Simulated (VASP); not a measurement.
# HfB (Fm-3m) in VASP: further runs

Runs on HfB. Level: LDA. Tasks: electric field gradients.

All numbers are computed with VASP 6.6.1; they aren't measurements. Logs are shortened: lines on timing, memory, paths and dates and some standing lists are left out, and cuts for length are marked.

## (1) The cell of the first run

The structure is cubic, space group Fm-3m (No. 225). The conventional cell has a = 4.605 Å, b = 4.605 Å, c = 4.605 Å, α = 90.00°, β = 90.00°, γ = 90.00°. Hf (site symmetry m-3m) has 6 B at 2.30 Å within 3.0 Å. B (site symmetry m-3m) has 6 Hf at 2.30 Å within 3.0 Å.

## (2) Electric field gradients, LDA (12.20 Å³/atom)

INCAR reads:

```
SYSTEM = HfB
ALGO     = Normal         ! electronic algorithm
EDIFF    = 1E-8           ! SCF threshold, eV
ENCUT    = 520            ! plane-wave cutoff, eV
GGA      = CA             ! functional
ISIF     = 2              ! what is computed and relaxed
ISMEAR   = -1             ! smearing method
LASPH    = .True.         ! aspherical terms in the spheres
LCHARG   = .False.        ! write CHGCAR
LEFG     = .True.       
LREAL    = .False.        ! projectors in reciprocal space
LWAVE    = .False.        ! write WAVECAR
NBANDS   = 14             ! bands
NELM     = 100            ! most SCF steps
PREC     = Accurate       ! precision mode
SIGMA    = 0.05           ! smearing width, eV
```

KPOINTS reads:

```
k-points
0
Gamma
  15 15 15
  0 0 0
```

POSCAR reads:

```
HfB
1.0
    0.0000000000      2.3022741898      2.3022741898
    2.3022741898      0.0000000000      2.3022741898
    2.3022741898      2.3022741898      0.0000000000
Hf B
1 1
Direct
    0.5000000000      0.5000000000      0.5000000000
    0.0000000000      0.0000000000      0.0000000000
```

Potentials or basis: VASP PAW LDA potentials, release 64 (Hf_pv, B).

Started as:

```sh
> cat potpaw_LDA.64/Hf_pv/POTCAR potpaw_LDA.64/B/POTCAR > POTCAR
> mpirun -np 1 vasp_std > vasp.out
```

OUTCAR:

```text
SYSTEM = HfB
   EDIFF = 1E-8
   ENCUT = 520
   GGA = CA
   ISIF = 2
   ISMEAR = -1
   LASPH = .True.
   LREAL = .False.
   NELM = 100
   PREC = Accurate

 ion  position               nearest neighbor table
   1  0.500  0.500  0.500-   2 2.30   2 2.30   2 2.30   2 2.30   2 2.30   2 2.30
   2  0.000  0.000  0.000-   1 2.30   1 2.30   1 2.30   1 2.30   1 2.30   1 2.30

  LATTYP: Found a face centered cubic cell.
 ALAT       =     4.6045483796

  Lattice vectors:

 A1 = (   0.0000000000,   2.3022741898,   2.3022741898)
 A2 = (   2.3022741898,   0.0000000000,   2.3022741898)
 A3 = (   2.3022741898,   2.3022741898,   0.0000000000)

Analysis of symmetry for initial positions (statically):
=====================================================================
 Subroutine PRICEL returns:
 Original cell was already a primitive cell.

 Routine SETGRP: Setting up the symmetry group for a
 face centered cubic supercell.

 Subroutine GETGRP returns: Found 48 space group operations
 (whereof 48 operations were pure point group operations)
 out of a pool of 48 trial point group operations.

The static configuration has the point symmetry O_h .

Analysis of symmetry for dynamics (positions and initial velocities):
=====================================================================
 Subroutine PRICEL returns:
 Original cell was already a primitive cell.

 Routine SETGRP: Setting up the symmetry group for a
 face centered cubic supercell.

 Subroutine GETGRP returns: Found 48 space group operations
 (whereof 48 operations were pure point group operations)
 out of a pool of 48 trial point group operations.

The dynamic configuration has the point symmetry O_h .

 Subroutine INISYM returns: Found 48 space group operations
 (whereof 48 operations are pure point group operations),
 and found     1 'primitive' translations

----------------------------------------------------------------------------------------

                                     Primitive cell

  volume of cell :      24.4063

  direct lattice vectors                    reciprocal lattice vectors
     0.000000000  2.302274190  2.302274190    -0.217176565  0.217176565  0.217176565
     2.302274190  0.000000000  2.302274190     0.217176565 -0.217176565  0.217176565
     2.302274190  2.302274190  0.000000000     0.217176565  0.217176565 -0.217176565

  length of vectors
     3.255907384  3.255907384  3.255907384     0.376160845  0.376160845  0.376160845

  position of ions in fractional coordinates (direct lattice)
     0.500000000  0.500000000  0.500000000
     0.000000000  0.000000000  0.000000000

  ion indices of the primitive-cell ions
   primitive index   ion index
                 1           1
                 2           2

----------------------------------------------------------------------------------------

 KPOINTS: k-points

Automatic generation of k-mesh.
 Grid dimensions read from file:
 generate k-points for:   15   15   15

 Generating k-lattice:

  Cartesian coordinates                     Fractional coordinates (reciprocal lattice)
    -0.014478438  0.014478438  0.014478438     0.066666667  0.000000000  0.000000000
     0.014478438 -0.014478438  0.014478438     0.000000000  0.066666667  0.000000000
     0.014478438  0.014478438 -0.014478438     0.000000000  0.000000000  0.066666667

  Length of vectors
     0.025077390  0.025077390  0.025077390

  Shift w.r.t. Gamma in fractional coordinates (k-lattice)
     0.000000000  0.000000000  0.000000000

 Subroutine IBZKPT returns following result:
 ===========================================

 Found    120 irreducible k-points:

 Following reciprocal coordinates:
            Coordinates               Weight
  0.000000  0.000000  0.000000      1.000000
  0.066667  0.000000  0.000000      8.000000
  0.133333  0.000000  0.000000      8.000000
  0.200000  0.000000  0.000000      8.000000
  0.266667  0.000000  0.000000      8.000000
  0.333333  0.000000  0.000000      8.000000
[... 16 lines left out ...]
  0.133333  0.133333  0.000000      6.000000
  0.200000  0.133333  0.000000     24.000000
 [... further k-points ...]
   k-points           NKPTS =    120   k-points in BZ     NKDIM =    120   number of bands    NBANDS=     14
   number of dos      NEDOS =    301   number of ions     NIONS =      2
   total plane-waves  NPLWV =  13824
   dimension x,y,z NGX =    24 NGY =   24 NGZ =   24
   dimension x,y,z NGXF=    48 NGYF=   48 NGZF=   48
   ions per type =               1   1
   NGX,Y,Z   is equivalent  to a cutoff of  12.25, 12.25, 12.25 a.u.
   NGXF,Y,Z  is equivalent  to a cutoff of  24.51, 24.51, 24.51 a.u.
 SYSTEM =  HfB
   PREC   = accura    normal or accurate (medium, high low for compatibility)
   ISTART =      0    job   : 0-new  1-cont  2-samecut
   ICHARG =      2    charge: 1-file 2-atom 10-const
   ISPIN  =      1    spin polarized calculation?
   LNONCOLLINEAR =      F non collinear calculations
   LSORBIT =      F    spin-orbit coupling
   LASPH  =      T    aspherical Exc in radial PAW
   ENCUT  =  520.0 eV  38.22 Ry    6.18 a.u.   6.05  6.05  6.05*2*pi/ulx,y,z
   NELM   =    100;   NELMIN=  2; NELMDL= -5     # of ELM steps
   EDIFF  = 0.1E-07   stopping-criterion for ELM
   LREAL  =      F    real-space projection
   EDIFFG = 0.1E-06   stopping-criterion for IOM
   NSW    =      0    number of steps for IOM
   IBRION =     -1    ionic relax: 0-MD 1-quasi-New 2-CG
   NFREE  =      0    steps in history (QN), initial steepest desc. (CG)
   ISIF   =      2    stress and relaxation
   ISYM   =      2    0-nonsym 1-usesym 2-fastsym
   POTIM  = 0.5000    time-step for ionic-motion
   TEBEG  =    0.0;   TEEND  =   0.0 temperature during run
   PSTRESS=    0.0 pullay stress
   NELECT =      13.0000    total number of electrons
   NUPDOWN=      -1.0000    fix difference up-down
   EMIN   =  10.00;   EMAX   =-10.00  energy-range for DOS
   EFERMI =   0.00;   METHOD = LEGACY
   ISMEAR =    -1;   SIGMA  =   0.05  broadening in eV -4-tet -1-fermi 0-gaus
   EFERMI_NEDOS =   21; number of points for ismear=-14 and -15
   IALGO  =     38    algorithm
   IMIX   =      4    mixing-type and parameters
     AMIX     =   0.40;   BMIX     =  1.00
     AMIX_MAG =   1.60;   BMIX_MAG =  1.00
  volume/ion in A,a.u.               =      12.20        82.35
  Fermi-wavevector in a.u.,A,eV,Ry     =   1.327055  2.507770 23.960878  1.761075
  Thomas-Fermi vector in A             =   2.456396
   LORBIT       =      0    0 simple, 1 ext, 2 COOP (PROOUT), +10 PAW based schemes
   GGA     = CA    functional components
   LHFCALC =     F    Hartree Fock is set to
   AEXX    =    0.0000 exact exchange contribution
   IVDW    =     0    specifies the selected vdW correction
   LEPSILON=     F    determine dielectric tensor
   LRPA    =     F    only Hartree local field effects (RPA)
 non-spin polarized calculation
  energy-cutoff  :      520.00
  volume of cell :       24.41
 maximum number of plane-waves:       680
   NGX = 13   NGY = 13   NGZ = 13

 number of electron      13.0000002 magnetization

 Free energy of the ion-electron system (eV)
  ---------------------------------------------------
  ext. energy  EPLUGINS =         0.00000000
  ---------------------------------------------------
  free energy    TOTEN  =       -18.84318465 eV

  energy without entropy =      -18.83513542  energy(sigma->0) =      -18.83916003

 E-fermi :   5.1683     XC(G=0): -12.5003

 val. band max:        5.1396690706   @ k =   0.2667   0.2667   0.0000
 cond. band min:       5.1945673279   @ k =   0.4000   0.2667   0.1333
 fundamental gap:      0.0548982573
 Fermi energy:         5.1682874655

 k-point     1 :       0.0000    0.0000    0.0000
  band No.  band energies     occupation
      1     -22.9555      2.00000
      2     -22.9555      2.00000
      3     -22.9555      2.00000
      4      -4.3065      2.00000
      5       7.2846      0.00000
      6       7.2846      0.00000
      7       7.2846      0.00000
      8       9.1545      0.00000
      9       9.1545      0.00000
     10       9.1545      0.00000
     11       9.3561      0.00000
     12       9.3561      0.00000
     13      16.9551      0.00000
     14      18.4321      0.00000
[... 377 lines left out ...]
      1     -23.1754      2.00000
      2     -23.0240      2.00000
      3     -23.0155      2.00000
      4      -3.2036      2.00000
      5       4.6809      1.99988
      6       5.8026      0.00001
      7       6.5150      0.00000
      8       7.1127      0.00000
      9       9.6468      0.00000
     10      11.0154      0.00000
     11      11.6303      0.00000
     12      14.4704      0.00000
     13      19.4317      0.00000
     14      19.5371      0.00000

 [... further k-points ...]

------------------------ aborting loop because EDIFF is reached ----------------------------------------

  FORCE on cell =-STRESS in cart. coord.  units (eV):
  Direction    XX          YY          ZZ          XY          YZ          ZX
  --------------------------------------------------------------------------------------
  -------------------------------------------------------------------------------------
  Total        3.4645723      3.4645723      3.4645723      0.0000000      0.0000000     -0.0000000
  in kB      227.4359309    227.4359309    227.4359309      0.0000000      0.0000000     -0.0000000
  external PRESSURE =     227.4359309 kB  Pullay stress =       0.0000000 kB

 VOLUME and BASIS-vectors are now :
 -----------------------------------------------------------------------------
  energy-cutoff  :      520.00
  volume of cell :       24.41
      direct lattice vectors                 reciprocal lattice vectors
     0.000000000  2.302274190  2.302274190    -0.217176565  0.217176565  0.217176565
     2.302274190  0.000000000  2.302274190     0.217176565 -0.217176565  0.217176565
     2.302274190  2.302274190  0.000000000     0.217176565  0.217176565 -0.217176565

 POSITION                                       TOTAL-FORCE (eV/Angst)
 -----------------------------------------------------------------------------------
      2.30227      2.30227      2.30227         0.000000     -0.000000     -0.000000
      0.00000      0.00000      0.00000        -0.000000      0.000000      0.000000
 -----------------------------------------------------------------------------------
    total drift:                               -0.000000     -0.000000      0.000000

  FREE ENERGIE OF THE ION-ELECTRON SYSTEM (eV)
  ---------------------------------------------------
  free  energy   TOTEN  =       -18.8431846509 eV

  energy  without entropy=      -18.8351354153  energy(sigma->0) =      -18.83916003

 Electric field gradients (V/A^2)
---------------------------------------------------------------------
 ion       V_xx      V_yy      V_zz      V_xy      V_xz      V_yz
---------------------------------------------------------------------
   1      -0.000     0.000    -0.000    -0.000    -0.000    -0.000
   2      -0.000    -0.000    -0.000     0.000     0.000     0.000
---------------------------------------------------------------------

 Electric field gradients after diagonalization (V/A^2)
 (convention: |V_zz| > |V_xx| > |V_yy|)
----------------------------------------------------------------------
 ion       V_xx      V_yy      V_zz     asymmetry (V_yy - V_xx)/ V_zz
----------------------------------------------------------------------
   1       0.000     0.000    -0.000       0.000
   2      -0.000    -0.000     0.000       0.000
----------------------------------------------------------------------

           NMR quadrupolar parameters

 Cq : quadrupolar parameter    Cq=e*Q*V_zz/h
 eta: asymmetry parameters     (V_yy - V_xx)/ V_zz
 Q  : nuclear electric quadrupole moment in mb (millibarn)
----------------------------------------------------------------------
 ion       Cq(MHz)       eta       Q (mb)
----------------------------------------------------------------------
   1      -0.000       0.000       1.000
   2       0.000       0.000       1.000
----------------------------------------------------------------------
```

Wall time 19 s (1 thread of Intel Xeon Platinum 8375C at 2.90GHz (Ice Lake), shared host); peak memory 0.16 GiB.

Results:

```
Free energy                             : -18.8432 eV
Pressure                                : 22.7 GPa
Band gap on the k mesh                  : zero (an odd number of electrons rules out a gap without spin polarisation)
Largest electric field gradient by atom : zero within the noise of the run
```

Caveat: the cell stands under pressure; spin-orbit coupling is left out, which moves the levels of the heavy elements.

## (3) Electric field gradients, LDA (12.57 Å³/atom)

This run uses another cell than the first one, of 12.57 Å³/atom.

INCAR reads:

```
PREC = Accurate
ENCUT = 520
EDIFF = 1E-8
ISMEAR = -1
SIGMA = 0.05
LREAL = False
LASPH = True
NELM = 60
ALGO = Normal
ISIF = 2
LWAVE = False
LCHARG = False
GGA = CA
LEFG = True
NBANDS = 14
```

KPOINTS reads:

```
regular mesh
0
Gamma
  15 15 15
```

POSCAR reads:

```
HfB
1.0
    0.0000000000      2.3252984591      2.3252984591
    2.3252984591      0.0000000000      2.3252984591
    2.3252984591      2.3252984591      0.0000000000
Hf B
1 1
Direct
    0.5000000000      0.5000000000      0.5000000000
    0.0000000000      0.0000000000      0.0000000000
```

Potentials or basis: VASP PAW LDA potentials, release 64 (Hf_pv, B).

Started as:

```sh
> cat potpaw_LDA.64/Hf_pv/POTCAR potpaw_LDA.64/B/POTCAR > POTCAR
> mpirun -np 1 vasp_std > vasp.out
```

OUTCAR:

```text
PREC = Accurate
   ENCUT = 520
   EDIFF = 1E-8
   ISMEAR = -1
   LREAL = False
   LASPH = True
   NELM = 60
   ISIF = 2
   GGA = CA

 ion  position               nearest neighbor table
   1  0.500  0.500  0.500-   2 2.33   2 2.33   2 2.33   2 2.33   2 2.33   2 2.33
   2  0.000  0.000  0.000-   1 2.33   1 2.33   1 2.33   1 2.33   1 2.33   1 2.33

  LATTYP: Found a face centered cubic cell.
 ALAT       =     4.6505969182

  Lattice vectors:

 A1 = (   0.0000000000,   2.3252984591,   2.3252984591)
 A2 = (   2.3252984591,   0.0000000000,   2.3252984591)
 A3 = (   2.3252984591,   2.3252984591,   0.0000000000)

Analysis of symmetry for initial positions (statically):
[... 617 lines left out ...]
  free  energy   TOTEN  =       -18.9299801802 eV

  energy  without entropy=      -18.9219945523  energy(sigma->0) =      -18.92598737

 Electric field gradients (V/A^2)
---------------------------------------------------------------------
 ion       V_xx      V_yy      V_zz      V_xy      V_xz      V_yz
---------------------------------------------------------------------
   1      -0.000     0.000     0.000     0.000     0.000     0.000
   2       0.000    -0.000    -0.000     0.000     0.000     0.000
---------------------------------------------------------------------

 Electric field gradients after diagonalization (V/A^2)
 (convention: |V_zz| > |V_xx| > |V_yy|)
----------------------------------------------------------------------
 ion       V_xx      V_yy      V_zz     asymmetry (V_yy - V_xx)/ V_zz
----------------------------------------------------------------------
   1      -0.000    -0.000     0.000       0.000
   2      -0.000    -0.000     0.000       0.000
----------------------------------------------------------------------

           NMR quadrupolar parameters

 Cq : quadrupolar parameter    Cq=e*Q*V_zz/h
 eta: asymmetry parameters     (V_yy - V_xx)/ V_zz
 Q  : nuclear electric quadrupole moment in mb (millibarn)
----------------------------------------------------------------------
 ion       Cq(MHz)       eta       Q (mb)
----------------------------------------------------------------------
   1       0.000       0.000       1.000
   2       0.000       0.000       1.000
----------------------------------------------------------------------
```

Wall time 23 s (1 thread of Intel Xeon Platinum 8375C at 2.90GHz (Ice Lake), shared host); peak memory 0.16 GiB.

What came out:

```
Free energy                             : -18.9300 eV
Pressure                                : 14.9 GPa
Band gap on the k mesh                  : zero (an odd number of electrons rules out a gap without spin polarisation)
Largest electric field gradient by atom : zero within the noise of the run
```

Caveat: the cell stands under pressure; spin-orbit coupling is left out, which moves the levels of the heavy elements.
